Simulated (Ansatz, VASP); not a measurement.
# KBr: VASP beside Ansatz

```
K Br
1.0
     0.00000    3.30244    3.30244
     3.49002    0.00000    3.30244
     3.49002    3.30244    0.00000
K Br
1 1
Cartesian
  0.0000 0.0000 0.0000
  3.4900 3.3024 3.3024
```

Change from the starting cell: uniaxial_x strain +5.7%.

Alike in both runs: task single point; functional HSE06; k mesh 4 × 4 × 4; no spin polarisation.

```csv
,VASP,Ansatz
version,VASP 6.6.1,Ansatz 0.2.0
potentials or method,"VASP PAW PBE potentials, release 64 (K_sv, Br)","plane waves, PAW"
plane-wave cutoff (eV),520,420
occupations,"gaussian, width 0.01 eV",fixed
valence electrons in the cell,16,16
```

Ansatz gave:

```
gap on the k mesh at the Fermi level (eV)                     : 5.43
pressure (GPa)                                                : -0.2
traceless stress, the component that is largest in VASP (GPa) : -0.77
```

**Question.** Estimate VASP's values.

**Answer.** gap on the k mesh at the Fermi level (eV): 5.43; pressure (GPa): -0.2; traceless stress, the component that is largest in VASP (GPa): -0.78.

Ansatz's warnings: stress exchange threshold loose, stress scf threshold loose.
